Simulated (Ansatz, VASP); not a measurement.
ZnSe: VASP beside Ansatz

```
Zn Se
1.0
     0.00000    2.83380    2.83380
     2.83380    0.00000    2.83380
     2.83380    2.83380    0.00000
Zn Se
1 1
Direct
  0.00000 0.00000 0.00000
  0.75000 0.75000 0.75000
```

Alike in both runs: task electric field gradients; functional PBE; k mesh 8 × 8 × 8; occupations fermi-dirac, width 0.03 eV; non-collinear spin, spin-orbit coupling.

|  | VASP | Ansatz |
| --- | --- | --- |
| version | VASP 6.6.1 | Ansatz 0.2.0 |
| potentials or method | VASP PAW PBE potentials, release 64 (Zn, Se) | PAW with Ansatz's default frozen-core files, fully relativistic files with spin-orbit coupling |
| plane-wave cutoff (eV) | 520 | 420 |
| valence electrons in the cell | 18 | 28 |

VASP gave:

- pressure (GPa): 2.4
- net moment per atom (μB): 0.00

Question: What did Ansatz give for the same quantities?

Answer: Pressure (GPa): 2.1; net moment per atom (μB): 0.00.

VASP's potentials hold 18 valence electrons a cell and Ansatz's 28, so a difference there can come from the potentials and not from the codes.
